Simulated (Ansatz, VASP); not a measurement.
## Two plane-wave programs on Ge2F

```
CELL_PARAMETERS angstrom
0.00000 2.08828 6.14834
1.84847 0.00000 6.14834
1.84847 2.08828 0.00000
ATOMIC_POSITIONS crystal
Ge 0.34653 0.34653 0.65347
Ge 0.65347 0.65347 0.34653
F 0.00000 0.00000 0.00000
```

Change from the starting cell: species swapped into the Mo2Rh type (Fmmm, No. 69).

Alike in both runs: functional PBE; k mesh 6 × 6 × 6; occupations gaussian, width 0.1 eV; no spin polarisation.

Ansatz relaxed the structure, and its values are those at the end. VASP's run is a single point on that final structure, the one shown.

```csv
,VASP,Ansatz
version,VASP 6.6.1,Ansatz 0.2.0
potentials or method,"VASP PAW PBE potentials, release 64 (Ge_d, F), cutoff 520 eV","scalar-relativistic, plane waves, PAW"
valence electrons in the cell,35,35
```

Ansatz gave:

| Property | Result |
| --- | --- |
| gap on the k mesh at the Fermi level (eV) | none |
| pressure (GPa) | 0.1 |
| rms of the force components (eV/Å) | 0.004 |

Task: Which values does VASP return?

Result: gap on the k mesh at the Fermi level (eV): none; pressure (GPa): 0.0; rms of the force components (eV/Å): 0.004.

A gap of «none» marks a metal or a gap that the smearing closes.

The k mesh is coarse, so the values compare programs but aren't converged.
